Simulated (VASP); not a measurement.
Here is a VASP 6.6.1 calculation.

File INCAR:

```
ALGO = Fast ; EDIFF = 1E-7
ENCUT = 520 ; GGA = PS
ISIF = 2 ; ISMEAR = 0
LASPH = True ; LCHARG = True
LELF = True ; LREAL = False
LVHAR = True ; LWAVE = False
NBANDS = 13 ; NELM = 100
PREC = Accurate ; SIGMA = 0.15
```

The input KPOINTS:

```
k-points
0
Gamma
  20 20 20
```

POSCAR

```
W
1.0
   -1.7250840000      1.7250840000      1.5973000000
    1.7250840000     -1.7250840000      1.5973000000
    1.7250840000      1.7250840000     -1.5973000000
W
1
Direct
    0.0000000000      0.0000000000      0.0000000000
```

Potentials or basis: VASP PAW PBE potentials, release 64 (W_sv).

Command:

```console
$ cat potpaw_PBE.64/W_sv/POTCAR > POTCAR
$ mpirun -np 1 vasp_std > vasp.out
```

Estimate the band gap on the k mesh.

zero (band 7 reaches 12.73 eV, above the bottom of band 8 at 7.94 eV).

What does it give for the pressure?

-40.4 GPa.

Stress tensor (GPa, compression positive):
```
-45.74   0.00   0.00
  0.00 -45.74   0.00
  0.00   0.00 -29.86
```

Caveat: the cell differs from its parent crystal (strain +0.080 along x and y, +0.000 along z); the PAW data sets were made with another functional, which shifts forces and pressure a little; spin-orbit coupling is left out, which moves the levels of the heavy elements.
